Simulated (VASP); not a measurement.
Write the native input for VASP 6.6.1 that does the following.

```
Task                   : single point
Functional             : LDA
Potentials or basis    : VASP PAW LDA potentials, release 64 (Ag)
Cutoff                 : 520 eV
k mesh                 : 13 × 13 × 13
Occupations            : gaussian, width 0.1 eV
Spin                   : no spin polarisation
Dipole correction      : no
Further INCAR settings : ALGO = Normal; EDIFF = 1e-06; NBANDS = 12
```

The structure of Ag lies in POSCAR:

```
Ag
1.0
    0.0000000000      1.9996579419      1.9996579419
    1.9996579419      0.0000000000      1.9996579419
    1.9996579419      1.9996579419      0.0000000000
Ag
1
Direct
    0.0000000000      0.0000000000      0.0000000000
```

One way to write it, as run:

INCAR

```
SYSTEM = Ag
PREC = Accurate ; ENCUT = 520
EDIFF = 1E-6 ; ISMEAR = 0
SIGMA = 0.1 ; LREAL = .False.
LASPH = .True. ; NELM = 80
ALGO = Normal ; ISIF = 2
LWAVE = .False. ; LCHARG = .False.
NBANDS = 12
```

KPOINTS

```
regular mesh
0
Gamma
  13 13 13
  0 0 0
```

Potentials or basis: VASP PAW LDA potentials, release 64 (Ag).

Command:

```console
$ cat potpaw_LDA.64/Ag/POTCAR > POTCAR
$ mpirun -np 1 vasp_std > vasp.out
```

It gave:

```yaml
Pressure: 0.1 GPa
```

It took 20 s on 1 thread of AMD EPYC 7R13 Processor (Zen 3), on a shared host, peak memory 0.11 GiB.
